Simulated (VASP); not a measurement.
A run of VASP 6.6.1:

Contents of INCAR:

```
SYSTEM = Al2Pt
ALGO = Normal
EDIFF = 1E-7
ENCUT = 520
GGA = PE
ISIF = 2
ISMEAR = -1
LASPH = .TRUE.
LCHARG = .FALSE.
LREAL = .FALSE.
LWAVE = .FALSE.
NBANDS = 15
NELM = 100
PREC = Accurate
SIGMA = 0.05
```

Contents of KPOINTS:

```
k-points
0
G
  7 7 7
  0 0 0
```

File POSCAR:

```
Al2Pt
1.0
    0.0000000000      2.9550000000      2.9254500000
    2.9550000000      0.0000000000      2.9254500000
    2.9550000000      2.9550000000      0.0000000000
Pt Al
1 2
Direct
    0.0000000000      0.0000000000      0.0000000000
    0.7500000000      0.7500000000      0.7500000000
    0.2500000000      0.2500000000      0.2500000000
```

Potentials or basis: VASP PAW PBE potentials, release 64 (Pt, Al).

The run is started by

```sh
$ cat potpaw_PBE.64/Pt/POTCAR potpaw_PBE.64/Al/POTCAR > POTCAR
$ mpirun -np 1 vasp_std > vasp.out
```

Hardware: 1 thread of Intel(R) Xeon(R) Platinum 8488C (Sapphire Rapids), on a shared host.

How long does it take, and how much memory?

Wall time 15 s on 1 thread of Intel(R) Xeon(R) Platinum 8488C (Sapphire Rapids) (shared host), peak memory 0.19 GiB. Counts: scf iterations 13, k points 40.
